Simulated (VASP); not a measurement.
Write the native input for VASP 6.6.1 that does the following.

```
Task                   : single point
Functional             : PBE
Potentials or basis    : VASP PAW PBE potentials, release 64 (Hf_pv, C)
Cutoff                 : 520 eV
k mesh                 : 14 × 14 × 14
Occupations            : fermi-dirac, width 0.1 eV
Spin                   : no spin polarisation
Dipole correction      : no
Further INCAR settings : ALGO = Normal; EDIFF = 1e-06; NBANDS = 14
```

The structure of HfC (CsCl type) lies in POSCAR:

```
HfC
1.0
    2.6517393696      0.0000000000      0.0000000000
    0.0000000000      2.6517393696      0.0000000000
    0.0000000000      0.0000000000      2.6517393696
Hf C
1 1
Direct
    0.0000000000      0.0000000000      0.0000000000
    0.5000000000      0.5000000000      0.5000000000
```

The input as run:

INCAR

```
SYSTEM = HfC
PREC = Accurate
ENCUT = 520
EDIFF = 1E-6
ISMEAR = -1
SIGMA = 0.1
LREAL = .False.
LASPH = .True.
NELM = 60
ALGO = Normal
ISIF = 2
LWAVE = .False.
LCHARG = .True.
GGA = PE
LELF = .True.
LVHAR = .True.
NBANDS = 14
```

KPOINTS

```
Automatic mesh
0
Gamma
  14 14 14
  0 0 0
```

Potentials or basis: VASP PAW PBE potentials, release 64 (Hf_pv, C).

The run is started by

```bash
$ cat potpaw_PBE.64/Hf_pv/POTCAR potpaw_PBE.64/C/POTCAR > POTCAR
$ mpirun -np 1 vasp_std > vasp.out
```

It gave:

```json
{
 "Pressure": "91.9 GPa",
 "Band gap on the k mesh": "zero (bands 7 and 8 overlap by 2.88 eV)"
}
```

Caveat: the cell stands under pressure; spin-orbit coupling is left out, which moves the levels of the heavy elements.

Run time: 35 s on 1 thread of Intel Xeon 8259CL, with other jobs on the host, peak memory 0.15 GiB.
